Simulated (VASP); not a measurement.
# BP (F-43m) in VASP: relaxation of cell and atoms with LDA

Aim: the relaxation of cell and atoms of BP with LDA.

All numbers are computed with VASP 6.6.1; they aren't measurements. Logs are shortened: lines on timing, memory, paths and dates and some standing lists are left out, and cuts for length are marked.

### Step 1. The cell of the first run

The structure is cubic, space group F-43m (No. 216). The conventional cell has a = 4.490 Å, b = 4.490 Å, c = 4.490 Å, α = 90.00°, β = 90.00°, γ = 90.00°. Within 2.6 Å of B (site symmetry -43m) lie 4 P at 1.94 Å. P (site symmetry -43m) has 4 B at 1.94 Å within 2.6 Å.

### Step 2. Relaxation of cell and atoms, LDA, target pressure 20 GPa, at which the enthalpy is minimised

INCAR

```
PREC     = Accurate       # precision mode
ENCUT    = 600            # plane-wave cutoff, eV
EDIFF    = 1E-6           # SCF threshold, eV
ISMEAR   = 0              # smearing method
SIGMA    = 0.01           # smearing width, eV
LREAL    = F              # projectors in reciprocal space
LASPH    = T              # aspherical terms in the spheres
NELM     = 100            # most SCF steps
ALGO     = Normal         # electronic algorithm
ISIF     = 3              # what is computed and relaxed
LWAVE    = F              # write WAVECAR
LCHARG   = F              # write CHGCAR
IBRION   = 2              # ionic algorithm
NSW      = 80             # ionic steps
EDIFFG   = -0.001         # ionic threshold
PSTRESS  = 200.0
```

KPOINTS

```
Automatic mesh
0
Gamma
  10 10 10
```

POSCAR

```
BP
1.0
    0.0000000000      2.2452319364      2.2452319364
    2.2452319364      0.0000000000      2.2452319364
    2.2452319364      2.2452319364      0.0000000000
B P
1 1
Direct
    0.0000000000      0.0000000000      0.0000000000
    0.7500000000      0.7500000000      0.7500000000
```

Potentials or basis: VASP PAW LDA potentials, release 64 (B, P).

Started as:

```
> cat potpaw_LDA.64/B/POTCAR potpaw_LDA.64/P/POTCAR > POTCAR
> mpirun -np 1 vasp_std > vasp.out
```

OUTCAR:

```text
PREC = Accurate
   ENCUT = 600
   EDIFF = 1E-6
   ISMEAR = 0
   LREAL = F
   LASPH = T
   NELM = 100
   ISIF = 3
   IBRION = 2
   NSW = 80
   EDIFFG = -0.001
   PSTRESS = 200.0

 ion  position               nearest neighbor table
   1  0.000  0.000  0.000-   2 1.94   2 1.94   2 1.94   2 1.94
   2  0.750  0.750  0.750-   1 1.94   1 1.94   1 1.94   1 1.94

  LATTYP: Found a face centered cubic cell.
 ALAT       =     4.4904638728

  Lattice vectors:

 A1 = (   0.0000000000,   2.2452319364,   2.2452319364)
 A2 = (   2.2452319364,   0.0000000000,   2.2452319364)
 A3 = (   2.2452319364,   2.2452319364,   0.0000000000)

Analysis of symmetry for initial positions (statically):
=====================================================================
 Subroutine PRICEL returns:
 Original cell was already a primitive cell.

 Routine SETGRP: Setting up the symmetry group for a
 face centered cubic supercell.

 Subroutine GETGRP returns: Found 24 space group operations
 (whereof 24 operations were pure point group operations)
 out of a pool of 48 trial point group operations.

The static configuration has the point symmetry T_d .

Analysis of symmetry for dynamics (positions and initial velocities):
=====================================================================
 Subroutine PRICEL returns:
 Original cell was already a primitive cell.

 Routine SETGRP: Setting up the symmetry group for a
 face centered cubic supercell.

 Subroutine GETGRP returns: Found 24 space group operations
 (whereof 24 operations were pure point group operations)
 out of a pool of 48 trial point group operations.

The dynamic configuration has the point symmetry T_d .

 Subroutine INISYM returns: Found 24 space group operations
 (whereof 24 operations are pure point group operations),
 and found     1 'primitive' translations

----------------------------------------------------------------------------------------

                                     Primitive cell

  volume of cell :      22.6367

  direct lattice vectors                    reciprocal lattice vectors
     0.000000000  2.245231936  2.245231936    -0.222694142  0.222694142  0.222694142
     2.245231936  0.000000000  2.245231936     0.222694142 -0.222694142  0.222694142
     2.245231936  2.245231936  0.000000000     0.222694142  0.222694142 -0.222694142

  length of vectors
     3.175237455  3.175237455  3.175237455     0.385717569  0.385717569  0.385717569

  position of ions in fractional coordinates (direct lattice)
     0.000000000  0.000000000  0.000000000
     0.750000000  0.750000000  0.750000000

  ion indices of the primitive-cell ions
   primitive index   ion index
                 1           1
                 2           2

----------------------------------------------------------------------------------------

 KPOINTS: Automatic mesh

Automatic generation of k-mesh.
 Grid dimensions read from file:
 generate k-points for:   10   10   10

 Generating k-lattice:

  Cartesian coordinates                     Fractional coordinates (reciprocal lattice)
    -0.022269414  0.022269414  0.022269414     0.100000000  0.000000000  0.000000000
     0.022269414 -0.022269414  0.022269414     0.000000000  0.100000000  0.000000000
     0.022269414  0.022269414 -0.022269414     0.000000000  0.000000000  0.100000000

  Length of vectors
     0.038571757  0.038571757  0.038571757

  Shift w.r.t. Gamma in fractional coordinates (k-lattice)
     0.000000000  0.000000000  0.000000000

 Subroutine IBZKPT returns following result:
 ===========================================

 Found     47 irreducible k-points:

 Following reciprocal coordinates:
            Coordinates               Weight
  0.000000  0.000000  0.000000      1.000000
  0.100000  0.000000  0.000000      8.000000
  0.200000  0.000000  0.000000      8.000000
  0.300000  0.000000  0.000000      8.000000
  0.400000  0.000000  0.000000      8.000000
  0.500000  0.000000  0.000000      4.000000
[... 16 lines left out ...]
  0.300000  0.300000  0.000000      6.000000
  0.400000  0.300000  0.000000     24.000000
 [... further k-points ...]
   k-points           NKPTS =     47   k-points in BZ     NKDIM =     47   number of bands    NBANDS=      8
   number of dos      NEDOS =    301   number of ions     NIONS =      2
   total plane-waves  NPLWV =  21952
   dimension x,y,z NGX =    28 NGY =   28 NGZ =   28
   dimension x,y,z NGXF=    56 NGYF=   56 NGZF=   56
   ions per type =               1   1
   NGX,Y,Z   is equivalent  to a cutoff of  14.66, 14.66, 14.66 a.u.
   NGXF,Y,Z  is equivalent  to a cutoff of  29.32, 29.32, 29.32 a.u.
 SYSTEM =  unknown system
   PREC   = accura    normal or accurate (medium, high low for compatibility)
   ISTART =      0    job   : 0-new  1-cont  2-samecut
   ICHARG =      2    charge: 1-file 2-atom 10-const
   ISPIN  =      1    spin polarized calculation?
   LNONCOLLINEAR =      F non collinear calculations
   LSORBIT =      F    spin-orbit coupling
   LASPH  =      T    aspherical Exc in radial PAW
   ENCUT  =  600.0 eV  44.10 Ry    6.64 a.u.   6.34  6.34  6.34*2*pi/ulx,y,z
   NELM   =    100;   NELMIN=  2; NELMDL= -5     # of ELM steps
   EDIFF  = 0.1E-05   stopping-criterion for ELM
   LREAL  =      F    real-space projection
   EDIFFG = -.1E-02   stopping-criterion for IOM
   NSW    =     80    number of steps for IOM
   IBRION =      2    ionic relax: 0-MD 1-quasi-New 2-CG
   NFREE  =      1    steps in history (QN), initial steepest desc. (CG)
   ISIF   =      3    stress and relaxation
   ISYM   =      2    0-nonsym 1-usesym 2-fastsym
   POTIM  = 0.5000    time-step for ionic-motion
   TEBEG  =    0.0;   TEEND  =   0.0 temperature during run
   PSTRESS=  200.0 pullay stress
   NELECT =       8.0000    total number of electrons
   NUPDOWN=      -1.0000    fix difference up-down
   EMIN   =  10.00;   EMAX   =-10.00  energy-range for DOS
   EFERMI =   0.00;   METHOD = LEGACY
   ISMEAR =     0;   SIGMA  =   0.01  broadening in eV -4-tet -1-fermi 0-gaus
   EFERMI_NEDOS =   21; number of points for ismear=-14 and -15
   IALGO  =     38    algorithm
   IMIX   =      4    mixing-type and parameters
     AMIX     =   0.40;   BMIX     =  1.00
     AMIX_MAG =   1.60;   BMIX_MAG =  1.00
  volume/ion in A,a.u.               =      11.32        76.38
  Fermi-wavevector in a.u.,A,eV,Ry     =   1.157445  2.187253 18.227432  1.339678
  Thomas-Fermi vector in A             =   2.294056
   LORBIT       =      0    0 simple, 1 ext, 2 COOP (PROOUT), +10 PAW based schemes
   GGA     = CA    functional components
   LHFCALC =     F    Hartree Fock is set to
   AEXX    =    0.0000 exact exchange contribution
   IVDW    =     0    specifies the selected vdW correction
   LEPSILON=     F    determine dielectric tensor
   LRPA    =     F    only Hartree local field effects (RPA)
 conjugate gradient relaxation of ions
 non-spin polarized calculation
 Gauss-broadening in eV      SIGMA  =   0.01
  energy-cutoff  :      600.00
  volume of cell :       22.64
 maximum number of plane-waves:       769
 NGX is ok and might be reduce to    28
   NGX = 13   NGY = 13   NGZ = 13

--------------------------------------- Ionic step        1  -------------------------------------------

 number of electron       8.0000001 magnetization

 Free energy of the ion-electron system (eV)
  ---------------------------------------------------
  ext. energy  EPLUGINS =         0.00000000
  ---------------------------------------------------
  free energy    TOTEN  =       -14.40103556 eV

  energy without entropy =      -14.40103556  energy(sigma->0) =      -14.40103556

------------------------ aborting loop because EDIFF is reached ----------------------------------------

  FORCE on cell =-STRESS in cart. coord.  units (eV):
  Direction    XX          YY          ZZ          XY          YZ          ZX
  --------------------------------------------------------------------------------------
  -------------------------------------------------------------------------------------
  Total       -0.0148992     -0.0148992     -0.0148992      0.0000000      0.0000000      0.0000000
  in kB       -1.0545294     -1.0545294     -1.0545294      0.0000000      0.0000000      0.0000000
  external PRESSURE =    -201.0545294 kB  Pullay stress =     200.0000000 kB
[... 23 lines left out ...]
  enthalpy is  TOTEN    =       -11.5752900758 eV   P V=        2.8257454830

--------------------------------------- Ionic step        2  -------------------------------------------

 number of electron       8.0000000 magnetization

 E-fermi :  10.6878     XC(G=0): -12.1275

 val. band max:       10.5580698762   @ k =   0.0000   0.0000   0.0000
 cond. band min:      11.3730597904   @ k =   0.5000   0.5000   0.0000
 fundamental gap:      0.8149899142
 Fermi energy:        10.6878053035

 k-point     1 :       0.0000    0.0000    0.0000
  band No.  band energies     occupation
      1      -7.1286      2.00000
      2      10.5581      2.00000
      3      10.5581      2.00000
      4      10.5581      2.00000
      5      14.4751      0.00000
      6      14.4751      0.00000
      7      14.4751      0.00000
      8      21.8475      0.00000
[... 440 lines left out ...]
  enthalpy is  TOTEN    =       -11.7146472294 eV   P V=        2.5715859730

--------------------------------------- Ionic step        7  -------------------------------------------

 number of electron       8.0000000 magnetization

 Free energy of the ion-electron system (eV)
  ---------------------------------------------------
  ext. energy  EPLUGINS =         0.00000000
  ---------------------------------------------------
  free energy    TOTEN  =       -14.28181846 eV

  energy without entropy =      -14.28181846  energy(sigma->0) =      -14.28181846

 E-fermi :   9.0775     XC(G=0): -11.6225

 val. band max:        8.9921476789   @ k =   0.0000   0.0000   0.0000
 cond. band min:      10.0279656265   @ k =   0.4000   0.4000   0.0000
 fundamental gap:      1.0358179476
 Fermi energy:         9.0775001458

 k-point     1 :       0.0000    0.0000    0.0000
  band No.  band energies     occupation
      1      -7.5625      2.00000
      2       8.9921      2.00000
      3       8.9921      2.00000
      4       8.9921      2.00000
      5      12.6051      0.00000
      6      12.6051      0.00000
      7      12.6051      0.00000
      8      18.3770      0.00000
[... 282 lines left out ...]
  FREE ENERGIE OF THE ION-ELECTRON SYSTEM (eV)
  ---------------------------------------------------
  free  energy   TOTEN  =       -14.2818184599 eV

  energy  without entropy=      -14.2818184599  energy(sigma->0) =      -14.28181846

  enthalpy is  TOTEN    =       -11.7146939250 eV   P V=        2.5671245350

 reached required accuracy - stopping structural energy minimisation
```

Wall time 48 s (1 thread of Intel Xeon Platinum 8488C (Sapphire Rapids), shared host); peak memory 0.14 GiB.

What came out:

* Free energy: -14.2818 eV
* Relaxed volume: 10.28 Å³/atom
* Relaxed cell: a = 3.075 Å, b = 3.075 Å, c = 3.075 Å, α = 60.00°, β = 60.00°, γ = 60.00°
* Space group after relaxing (to 0.1 Å): F-43m (No. 216)
* Energy change on relaxing (the run minimises the enthalpy): +59.6 meV/atom
* Ionic steps: 7
* Pressure after relaxing: 20.0 GPa
* Band gap on the k mesh: 1.04 eV (least direct gap 3.61 eV)

The path:
| step | energy change (eV) | largest force (eV/Å) | pressure (GPa) | volume (Å³) |
| --- | --- | --- | --- | --- |
| 1 | 0.0000 | 0.0000 | -0.11 | 22.64 |
| 2 | 0.6310 | 0.0000 | 55.12 | 18.30 |
| 3 | 0.1127 | 0.0000 | 19.37 | 20.62 |
| 4 | 0.1186 | 0.0000 | 19.93 | 20.57 |
| 5 | 0.1236 | 0.0000 | 20.41 | 20.53 |
| 6 | 0.1148 | 0.0000 | 19.58 | 20.60 |
| 7 | 0.1192 | 0.0000 | 20.00 | 20.56 |

Final structure:
```
B P
1.0
     0.00000    2.17453    2.17453
     2.17453    0.00000    2.17453
     2.17453    2.17453    0.00000
B P
1 1
Direct
  0.00000 0.00000 0.00000
  0.75000 0.75000 0.75000
```

Levels at points of the mesh, in eV from the valence-band top:
```
           k point  band 1  band 2  band 3  band 4  band 5  band 6  band 7  band 8
(0.00, 0.00, 0.00)  -16.55    0.00    0.00    0.00    3.61    3.61    3.61    9.38
(0.50, 0.00, 0.00)  -12.71   -9.95   -1.89   -1.89    4.59    4.77    4.77   10.39
(0.50, 0.50, 0.00)  -11.04   -9.15   -4.56   -4.56    1.06    1.46   13.22   13.22
```

Caveat: the cell is relaxed towards a set pressure, so the run minimises the enthalpy, not the energy. LDA usually gives volumes a few per cent too small.
